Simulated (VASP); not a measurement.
# InAs (F-43m) in VASP: notebook

InAs is run at these levels: PBE, PBEsol, PBEsol+D3(BJ); tasks: single point.

Program: VASP 6.6.1. These are calculated values, not measurements. Logs are shortened: lines on timing, memory, paths and dates and some standing lists are left out, and cuts for length are marked.

### Step 1. The cell of the first run

Symmetry: F-43m, No. 216, cubic system. Conventional cell: a = 6.036 Å, b = 6.036 Å, c = 6.036 Å, α = 90.00°, β = 90.00°, γ = 90.00°. In (site symmetry -43m) has 4 As at 2.61 Å within 3.4 Å. Within 3.4 Å of As (site symmetry -43m) lie 4 In at 2.61 Å.

### Step 2. Single point, PBE

Contents of INCAR:

```
ALGO = Normal ; EDIFF = 1E-7
ENCUT = 520 ; GGA = PE
ISIF = 2 ; ISMEAR = 0
LASPH = T ; LCHARG = F
LREAL = F ; LWAVE = F
NBANDS = 16 ; NELM = 80
PREC = Accurate ; SIGMA = 0.027000000000000003
```

Contents of KPOINTS:

```
k-points
0
Gamma
  8 8 8
```

Contents of POSCAR:

```
InAs
1.0
    0.0000000000      3.0180000000      3.0180000000
    3.0180000000      0.0000000000      3.0180000000
    3.0180000000      3.0180000000      0.0000000000
In As
1 1
Direct
    0.0000000000      0.0000000000      0.0000000000
    0.7500000000      0.7500000000      0.7500000000
```

Potentials or basis: VASP PAW PBE potentials, release 64 (In_d, As).

Started as:

```console
$ cat potpaw_PBE.64/In_d/POTCAR potpaw_PBE.64/As/POTCAR > POTCAR
$ mpirun -np 1 vasp_std > vasp.out
```

OUTCAR:

```text
EDIFF = 1E-7
   ENCUT = 520
   GGA = PE
   ISIF = 2
   ISMEAR = 0
   LASPH = T
   LREAL = F
   NELM = 80
   PREC = Accurate

 ion  position               nearest neighbor table
   1  0.000  0.000  0.000-   2 2.61   2 2.61   2 2.61   2 2.61
   2  0.750  0.750  0.750-   1 2.61   1 2.61   1 2.61   1 2.61

  LATTYP: Found a face centered cubic cell.
 ALAT       =     6.0360000000

  Lattice vectors:

 A1 = (   0.0000000000,   3.0180000000,   3.0180000000)
 A2 = (   3.0180000000,   0.0000000000,   3.0180000000)
 A3 = (   3.0180000000,   3.0180000000,   0.0000000000)

Analysis of symmetry for initial positions (statically):
=====================================================================
 Subroutine PRICEL returns:
 Original cell was already a primitive cell.

 Routine SETGRP: Setting up the symmetry group for a
 face centered cubic supercell.

 Subroutine GETGRP returns: Found 24 space group operations
 (whereof 24 operations were pure point group operations)
 out of a pool of 48 trial point group operations.

The static configuration has the point symmetry T_d .

Analysis of symmetry for dynamics (positions and initial velocities):
=====================================================================
 Subroutine PRICEL returns:
 Original cell was already a primitive cell.

 Routine SETGRP: Setting up the symmetry group for a
 face centered cubic supercell.

 Subroutine GETGRP returns: Found 24 space group operations
 (whereof 24 operations were pure point group operations)
 out of a pool of 48 trial point group operations.

The dynamic configuration has the point symmetry T_d .

 Subroutine INISYM returns: Found 24 space group operations
 (whereof 24 operations are pure point group operations),
 and found     1 'primitive' translations

----------------------------------------------------------------------------------------

                                     Primitive cell

  volume of cell :      54.9778

  direct lattice vectors                    reciprocal lattice vectors
     0.000000000  3.018000000  3.018000000    -0.165672631  0.165672631  0.165672631
     3.018000000  0.000000000  3.018000000     0.165672631 -0.165672631  0.165672631
     3.018000000  3.018000000  0.000000000     0.165672631  0.165672631 -0.165672631

  length of vectors
     4.268096531  4.268096531  4.268096531     0.286953414  0.286953414  0.286953414

  position of ions in fractional coordinates (direct lattice)
     0.000000000  0.000000000  0.000000000
     0.750000000  0.750000000  0.750000000

  ion indices of the primitive-cell ions
   primitive index   ion index
                 1           1
                 2           2

----------------------------------------------------------------------------------------

 KPOINTS: k-points

Automatic generation of k-mesh.
 Grid dimensions read from file:
 generate k-points for:    8    8    8

 Generating k-lattice:

  Cartesian coordinates                     Fractional coordinates (reciprocal lattice)
    -0.020709079  0.020709079  0.020709079     0.125000000  0.000000000  0.000000000
     0.020709079 -0.020709079  0.020709079     0.000000000  0.125000000  0.000000000
     0.020709079  0.020709079 -0.020709079     0.000000000  0.000000000  0.125000000

  Length of vectors
     0.035869177  0.035869177  0.035869177

  Shift w.r.t. Gamma in fractional coordinates (k-lattice)
     0.000000000  0.000000000  0.000000000

 Subroutine IBZKPT returns following result:
 ===========================================

 Found     29 irreducible k-points:

 Following reciprocal coordinates:
            Coordinates               Weight
  0.000000  0.000000  0.000000      1.000000
  0.125000  0.000000  0.000000      8.000000
  0.250000  0.000000  0.000000      8.000000
  0.375000  0.000000  0.000000      8.000000
  0.500000  0.000000  0.000000      4.000000
  0.125000  0.125000  0.000000      6.000000
[... 16 lines left out ...]
  0.500000  0.250000  0.125000     48.000000
 -0.375000  0.250000  0.125000     24.000000
 [... further k-points ...]
   k-points           NKPTS =     29   k-points in BZ     NKDIM =     29   number of bands    NBANDS=     16
   number of dos      NEDOS =    301   number of ions     NIONS =      2
   total plane-waves  NPLWV =  32768
   dimension x,y,z NGX =    32 NGY =   32 NGZ =   32
   dimension x,y,z NGXF=    64 NGYF=   64 NGZF=   64
   ions per type =               1   1
   NGX,Y,Z   is equivalent  to a cutoff of  12.46, 12.46, 12.46 a.u.
   NGXF,Y,Z  is equivalent  to a cutoff of  24.93, 24.93, 24.93 a.u.
 SYSTEM =  unknown system
   PREC   = accura    normal or accurate (medium, high low for compatibility)
   ISTART =      0    job   : 0-new  1-cont  2-samecut
   ICHARG =      2    charge: 1-file 2-atom 10-const
   ISPIN  =      1    spin polarized calculation?
   LNONCOLLINEAR =      F non collinear calculations
   LSORBIT =      F    spin-orbit coupling
   LASPH  =      T    aspherical Exc in radial PAW
   ENCUT  =  520.0 eV  38.22 Ry    6.18 a.u.   7.94  7.94  7.94*2*pi/ulx,y,z
   NELM   =     80;   NELMIN=  2; NELMDL= -5     # of ELM steps
   EDIFF  = 0.1E-06   stopping-criterion for ELM
   LREAL  =      F    real-space projection
   EDIFFG = 0.1E-05   stopping-criterion for IOM
   NSW    =      0    number of steps for IOM
   IBRION =     -1    ionic relax: 0-MD 1-quasi-New 2-CG
   NFREE  =      0    steps in history (QN), initial steepest desc. (CG)
   ISIF   =      2    stress and relaxation
   ISYM   =      2    0-nonsym 1-usesym 2-fastsym
   POTIM  = 0.5000    time-step for ionic-motion
   TEBEG  =    0.0;   TEEND  =   0.0 temperature during run
   PSTRESS=    0.0 pullay stress
   NELECT =      18.0000    total number of electrons
   NUPDOWN=      -1.0000    fix difference up-down
   EMIN   =  10.00;   EMAX   =-10.00  energy-range for DOS
   EFERMI =   0.00;   METHOD = LEGACY
   ISMEAR =     0;   SIGMA  =   0.03  broadening in eV -4-tet -1-fermi 0-gaus
   EFERMI_NEDOS =   21; number of points for ismear=-14 and -15
   IALGO  =     38    algorithm
   IMIX   =      4    mixing-type and parameters
     AMIX     =   0.40;   BMIX     =  1.00
     AMIX_MAG =   1.60;   BMIX_MAG =  1.00
  volume/ion in A,a.u.               =      27.49       185.50
  Fermi-wavevector in a.u.,A,eV,Ry     =   1.128331  2.132236 17.321990  1.273130
  Thomas-Fermi vector in A             =   2.265020
   LORBIT       =      0    0 simple, 1 ext, 2 COOP (PROOUT), +10 PAW based schemes
   GGA     = PE    functional components
   LHFCALC =     F    Hartree Fock is set to
   AEXX    =    0.0000 exact exchange contribution
   IVDW    =     0    specifies the selected vdW correction
   LEPSILON=     F    determine dielectric tensor
   LRPA    =     F    only Hartree local field effects (RPA)
 non-spin polarized calculation
 Gauss-broadening in eV      SIGMA  =   0.03
  energy-cutoff  :      520.00
  volume of cell :       54.98
 maximum number of plane-waves:      1494
   NGX = 15   NGY = 15   NGZ = 15

 number of electron      17.9999991 magnetization

 Free energy of the ion-electron system (eV)
  ---------------------------------------------------
  ext. energy  EPLUGINS =         0.00000000
  ---------------------------------------------------
  free energy    TOTEN  =        -7.66129427 eV

  energy without entropy =       -7.66121292  energy(sigma->0) =       -7.66125359

 E-fermi :   4.5724     XC(G=0):  -9.1165

 val. band max:        4.5641454171   @ k =   0.0000   0.0000   0.0000
 cond. band min:       5.5326477984   @ k =   0.5000   0.0000   0.0000
 fundamental gap:      0.9685023812
 Fermi energy:         4.5723686834

 k-point     1 :       0.0000    0.0000    0.0000
  band No.  band energies     occupation
      1      -9.8397      2.00000
      2      -9.8397      2.00000
      3      -9.8397      2.00000
      4      -9.7116      2.00000
      5      -9.7116      2.00000
      6      -7.3326      2.00000
[... 8 lines left out ...]
     15      14.2589      0.00000
     16      14.2589      0.00000

 k-point     2 :       0.1250    0.0000    0.0000
  band No.  band energies     occupation
      1      -9.8602      2.00000
      2      -9.8337      2.00000
      3      -9.8337      2.00000
      4      -9.7117      2.00000
      5      -9.7117      2.00000
      6      -7.1695      2.00000
[... 8 lines left out ...]
     15      13.3759      0.00000
     16      13.3759      0.00000

 k-point     3 :       0.2500    0.0000    0.0000
  band No.  band energies     occupation
      1      -9.9064      2.00000
      2      -9.8208      2.00000
      3      -9.8208      2.00000
      4      -9.7103      2.00000
      5      -9.7103      2.00000
      6      -6.7227      2.00000
[... 8 lines left out ...]
     15      13.1338      0.00000
     16      13.1338      0.00000

 k-point     4 :       0.3750    0.0000    0.0000
  band No.  band energies     occupation
      1      -9.9489      2.00000
      2      -9.8108      2.00000
      3      -9.8108      2.00000
      4      -9.7061      2.00000
      5      -9.7061      2.00000
      6      -6.1509      2.00000
[... 8 lines left out ...]
     15      14.0842      0.00000
     16      14.0842      0.00000
[... 324 lines left out ...]
 k-point    22 :       0.3750    0.2500    0.1250
  band No.  band energies     occupation
      1      -9.9446      2.00000
      2      -9.8052      2.00000
      3      -9.8004      2.00000
      4      -9.7236      2.00000
      5      -9.7018      2.00000
      6      -6.3572      2.00000
[... 8 lines left out ...]
     15      14.7188      0.00000
     16      15.3997      0.00000

 k-point    23 :       0.5000    0.2500    0.1250
  band No.  band energies     occupation
      1      -9.9718      2.00000
      2      -9.7996      2.00000
      3      -9.7891      2.00000
      4      -9.7211      2.00000
      5      -9.7019      2.00000
      6      -5.8442      2.00000
[... 8 lines left out ...]
     15      14.8991      0.00000
     16      15.7089      0.00000

 k-point    24 :      -0.3750    0.2500    0.1250
  band No.  band energies     occupation
      1      -9.9820      2.00000
      2      -9.7987      2.00000
      3      -9.7850      2.00000
      4      -9.7168      2.00000
      5      -9.7040      2.00000
      6      -5.5765      2.00000
[... 8 lines left out ...]
     15      14.9915      0.00000
     16      15.7168      0.00000

 [... further k-points ...]

------------------------ aborting loop because EDIFF is reached ----------------------------------------

  FORCE on cell =-STRESS in cart. coord.  units (eV):
  Direction    XX          YY          ZZ          XY          YZ          ZX
  --------------------------------------------------------------------------------------
  -------------------------------------------------------------------------------------
  Total        1.4979883      1.4979883      1.4979883     -0.0000000      0.0000000     -0.0000000
  in kB       43.6547298     43.6547298     43.6547298     -0.0000000      0.0000000     -0.0000000
  external PRESSURE =      43.6547298 kB  Pullay stress =       0.0000000 kB

 VOLUME and BASIS-vectors are now :
 -----------------------------------------------------------------------------
  energy-cutoff  :      520.00
  volume of cell :       54.98
      direct lattice vectors                 reciprocal lattice vectors
     0.000000000  3.018000000  3.018000000    -0.165672631  0.165672631  0.165672631
     3.018000000  0.000000000  3.018000000     0.165672631 -0.165672631  0.165672631
     3.018000000  3.018000000  0.000000000     0.165672631  0.165672631 -0.165672631

 POSITION                                       TOTAL-FORCE (eV/Angst)
 -----------------------------------------------------------------------------------
      0.00000      0.00000      0.00000        -0.000000     -0.000000     -0.000000
      4.52700      4.52700      4.52700         0.000000      0.000000      0.000000
 -----------------------------------------------------------------------------------
    total drift:                                0.000000      0.000000      0.000000

  FREE ENERGIE OF THE ION-ELECTRON SYSTEM (eV)
  ---------------------------------------------------
  free  energy   TOTEN  =        -7.6612942689 eV

  energy  without entropy=       -7.6612129196  energy(sigma->0) =       -7.66125359
```

It took 44 s on 1 thread of AMD EPYC 7R13, shared host; peak memory 0.16 GiB.

What came out:

| Item | Value |
| --- | --- |
| Free energy | -7.6613 eV |
| Pressure | 4.4 GPa |
| Band gap on the k mesh | zero (filled and empty bands touch) |

Caveat: spin-orbit coupling is left out, which moves the levels of the heavy elements.

(Continued in part 2 of 2.)
